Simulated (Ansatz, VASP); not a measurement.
One calculation of Nb, two programs

```
Nb
1.0
     2.50559    0.00000    0.00000
     0.00000    2.50559    0.00000
     0.00000    0.00000    2.50559
Nb
1
Direct
  0.00000 0.00000 0.00000
```

Change from the starting cell: volume scaled by 0.78, LAPW.

Alike in both runs: task single point; functional PBE; k mesh 16 × 16 × 16; occupations fermi-dirac, width 0.1 eV; no spin polarisation.

|  | VASP | Ansatz |
| --- | --- | --- |
| version | VASP 6.6.1 | Ansatz 0.2.0 |
| potentials or method | VASP PAW PBE potentials, release 64 (Nb_sv), cutoff 520 eV | all-electron LAPW, scalar-relativistic |

Ansatz gave:

* pressure (GPa): 51.5

Question: Which values does VASP return?

Answer: Pressure (GPa): 51.4.

Both programs put the cell under a high pressure, so it lies far from rest at this level. Ansatz ran all-electron here, and VASP with PAW potentials.
